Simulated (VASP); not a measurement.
Set up this calculation in VASP 6.6.1, as the native input.

```
Task                   : single point
Functional             : PBE
Potentials or basis    : VASP PAW PBE potentials, release 64 (Fe)
Cutoff                 : 520 eV
k mesh                 : 11 × 11 × 11
Occupations            : fermi-dirac, width 0.1 eV
Spin                   : collinear spin, zero start
Starting moments       : [0.0] μB
Fixed moment           : 0 μB
Dipole correction      : no
Further INCAR settings : ALGO = Normal; EDIFF = 1e-06; NBANDS = 14
```

The structure of Fe lies in POSCAR:

```
Fe
1.0
    0.0000000000      1.7635000000      1.7635000000
    1.7635000000      0.0000000000      1.7635000000
    1.7635000000      1.7635000000      0.0000000000
Fe
1
Direct
    0.0000000000      0.0000000000      0.0000000000
```

One way to write it, as run:

INCAR

```
SYSTEM = Fe
ALGO     = Normal         ! electronic algorithm
EDIFF    = 1E-6           ! SCF threshold, eV
ENCUT    = 520            ! plane-wave cutoff, eV
GGA      = PE             ! functional
ISIF     = 2              ! what is computed and relaxed
ISMEAR   = -1             ! smearing method
ISPIN    = 2              ! spin polarisation
LASPH    = .TRUE.         ! aspherical terms in the spheres
LCHARG   = .FALSE.        ! write CHGCAR
LMAXMIX  = 4              ! l up to which the mixer works
LORBIT   = 11             ! projections on sites
LREAL    = .FALSE.        ! projectors in reciprocal space
LWAVE    = .FALSE.        ! write WAVECAR
MAGMOM   = 0              ! initial moments
NBANDS   = 14             ! bands
NELM     = 150            ! most SCF steps
NUPDOWN  = 0.0            ! fixed moment
PREC     = Accurate       ! precision mode
SIGMA    = 0.1            ! smearing width, eV
```

KPOINTS

```
k-points
0
G
  11 11 11
  0 0 0
```

Potentials or basis: VASP PAW PBE potentials, release 64 (Fe).

The run is started by

```console
$ cat potpaw_PBE.64/Fe/POTCAR > POTCAR
$ mpirun -np 1 vasp_std > vasp.out
```

It gave:

- Pressure: -16.1 GPa
- Net moment: 0.00 μB per cell
- Valence electrons inside the program's atomic spheres: Fe 7.33

Caveat: the total moment is fixed, so each spin has its own Fermi level.

It took 21 s on 1 thread of Intel Xeon 8259CL, on a shared host, peak memory 0.14 GiB.
